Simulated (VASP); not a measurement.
**Cr: single point with r2SCAN**

The system is Cr.

```
Cr
1.0
    -1.41496    1.41496    1.41496
     1.41496   -1.41496    1.41496
     1.41496    1.41496   -1.41496
Cr
1
Direct
  0.00000 0.00000 0.00000
```

```yaml
Program: VASP 6.6.1
Task: single point
Functional: r2SCAN
Potentials_or_basis: VASP PAW PBE potentials, release 64 (Cr_pv)
Cutoff: 520 eV
k_mesh: 15 × 15 × 15
Occupations: gaussian, width 0.6 eV
Spin: no spin polarisation
```

```
Pressure               : 1.2 GPa
Band gap on the k mesh : zero (band 6 reaches 13.65 eV, above the bottom of band 7 at 10.23 eV)
```

Levels at points of the mesh, in eV from the Fermi level:
| k point | band 2 | band 3 | band 4 | band 5 | band 6 | band 7 | band 8 | band 9 | band 10 | band 11 |
| --- | --- | --- | --- | --- | --- | --- | --- | --- | --- | --- |
| (0.00, 0.00, 0.00) | -44.23 | -44.23 | -8.44 | -0.92 | -0.92 | -0.92 | 1.50 | 1.50 | 3.30 | 23.30 |

Wall time 43 s on 1 thread of Intel Xeon 6975P-C, on a shared host, peak memory 0.13 GiB.

Caveat: the PAW data sets were made with another functional, which shifts forces and pressure a little; the run has no spin polarisation, though such a crystal can be magnetic. Spin polarisation is off, so any magnetic state and its effect on volume and gap are missing.
